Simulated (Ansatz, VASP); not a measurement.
## One calculation of In2O3, two programs

```
In O
1.0
     2.78762    1.60943    4.91903
    -2.78762    1.60943    4.91903
     0.00000   -3.21886    4.91903
In O
4 6
Direct
  0.64280 0.64280 0.64280
  0.85720 0.85720 0.85720
  0.35720 0.35720 0.35720
  0.14280 0.14280 0.14280
  0.04657 0.75000 0.45343
  0.75000 0.45343 0.04657
  0.45343 0.04657 0.75000
  0.95343 0.25000 0.54657
  0.54657 0.95343 0.25000
  0.25000 0.54657 0.95343
```

Alike in both runs: task single point; functional PBE; k mesh 6 × 6 × 6; occupations gaussian, width 0.02 eV; no spin polarisation.

|  | VASP | Ansatz |
| --- | --- | --- |
| version | VASP 6.6.1 | Ansatz 0.2.0 |
| potentials or method | VASP PAW PBE potentials, release 64 (In_d, O), cutoff 520 eV | scalar-relativistic, plane waves, PAW |
| valence electrons in the cell | 88 | 88 |

Ansatz gave:

```
gap on the k mesh at the Fermi level (eV)                     : 0.97
least direct gap on the mesh (eV)                             : 1.04
pressure (GPa)                                                : 0.0
traceless stress, the component that is largest in VASP (GPa) : 0.00
rms of the force components (eV/Å)                            : 0.001
```

Problem. What did VASP give for the same quantities?

Solution. gap on the k mesh at the Fermi level (eV): 0.96; least direct gap on the mesh (eV): 1.04; pressure (GPa): 0.4; traceless stress, the component that is largest in VASP (GPa): -0.11; rms of the force components (eV/Å): 0.007.

Atom by atom the forces differ by 0.007 eV/Å (rms over components).
